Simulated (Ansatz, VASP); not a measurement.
**Ti: VASP beside Ansatz**

INCAR

```
SYSTEM = Ti
PREC = Accurate ; ENCUT = 520
EDIFF = 1E-6 ; ISMEAR = -1
SIGMA = 0.1 ; LREAL = .FALSE.
LASPH = .TRUE. ; NELM = 60
ALGO = Normal ; ISIF = 2
LWAVE = .FALSE. ; LCHARG = .TRUE.
GGA = PS ; LELF = .TRUE.
LVHAR = .TRUE. ; NBANDS = 32
```

The input KPOINTS:

```
regular mesh
0
G
  13 8 7
  0 0 0
```

File POSCAR:

```
Ti
1.0
   -1.4506386334      2.5125798164      0.0000000000
    0.0000000000      0.0000000000      4.5933578522
    4.3519159002      2.5125798164      0.0000000000
Ti
4
Direct
    0.5000000000      0.2500000000      0.1666666670
    0.0000000000      0.2500000000      0.6666666670
    0.0000000000      0.7500000000      0.3333333330
    0.5000000000      0.7500000000      0.8333333330
```

Input for Ansatz:

```yaml
crystal:
  lattice:
    - [-1.4506386334, 2.5125798164, 0.0]
    - [0.0, 0.0, 4.5933578522]
    - [4.3519159002, 2.5125798164, 0.0]
  atoms:
    - { symbol: Ti, position: [0.5, 0.25, 0.166666667] }
    - { symbol: Ti, position: [0.0, 0.25, 0.666666667] }
    - { symbol: Ti, position: [0.0, 0.75, 0.333333333] }
    - { symbol: Ti, position: [0.5, 0.75, 0.833333333] }
kpoints:
  mp_grid: { grid: [13, 8, 7] }
scf:
  occupations: { method: fermi_dirac, width: 0.1 }
hamiltonian:
  xc: pbesol
  pseudopotentials: { kind: all_electron, lapw: { basis_error: 0.001 } }
output:
  forces: true
  stress: true
  eigenvalues: true
```

Alike in both runs: task single point; functional PBEsol; k mesh 13 × 8 × 7; occupations fermi-dirac, width 0.1 eV; no spin polarisation.

```csv
,VASP,Ansatz
version,VASP 6.6.1,Ansatz 0.2.0
potentials or method,"VASP PAW PBE potentials, release 64 (Ti_sv), cutoff 520 eV","all-electron LAPW, scalar-relativistic"
```

Ansatz gave:

* pressure (GPa): 0.0

**Question.** What did VASP give for the same quantities?

**Answer.** Pressure (GPa): -0.3.

VASP's potentials were made for PBE, not for PBEsol. Ansatz ran all-electron here, and VASP with PAW potentials.
